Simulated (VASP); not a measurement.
Crystal: IrRh3.

```
Ir Rh
1.0
     3.81706    0.00000    0.00000
     0.00000    3.81706    0.00000
     0.00000    0.00000    3.81706
Ir Rh
1 3
Direct
  0.00000 0.00000 0.00000
  0.00000 0.50000 0.50000
  0.50000 0.00000 0.50000
  0.50000 0.50000 0.00000
```

* Program: VASP 6.6.1
* Task: relaxation of cell and atoms
* Functional: LDA
* Potentials or basis: VASP PAW LDA potentials, release 64 (Ir, Rh_pv)
* Cutoff: 600 eV
* k mesh: 6 × 6 × 6
* Occupations: fermi-dirac, width 0.05 eV
* Spin: no spin polarisation

At the start: pressure -11.2 GPa; volume 13.90 Å³/atom.

Q: Where does the relaxation end?

A: Over 4 steps the energy falls by 17.8 meV/atom and the volume is 13.42 Å³/atom (-3.5 %); space group Pm-3m (No. 221, to 0.1 Å) before and after.

The path:
```
step  energy change (eV)  largest force (eV/Å)  pressure (GPa)  volume (Å³)
   1              0.0000                0.0000          -11.18        55.61
   2              0.6672                0.0000           48.07        48.17
   3             -0.0712                0.0000           -0.54        53.73
   4             -0.0713                0.0000           -0.10        53.66
```

Final structure:
```yaml
crystal:
  lattice:
    - [3.77182, 0.00000, 0.00000]
    - [0.00000, 3.77182, 0.00000]
    - [0.00000, 0.00000, 3.77182]
  atoms:
    - { symbol: Ir, position: [0.00000, 0.00000, 0.00000] }
    - { symbol: Rh, position: [0.00000, 0.50000, 0.50000] }
    - { symbol: Rh, position: [0.50000, 0.00000, 0.50000] }
    - { symbol: Rh, position: [0.50000, 0.50000, 0.00000] }
```
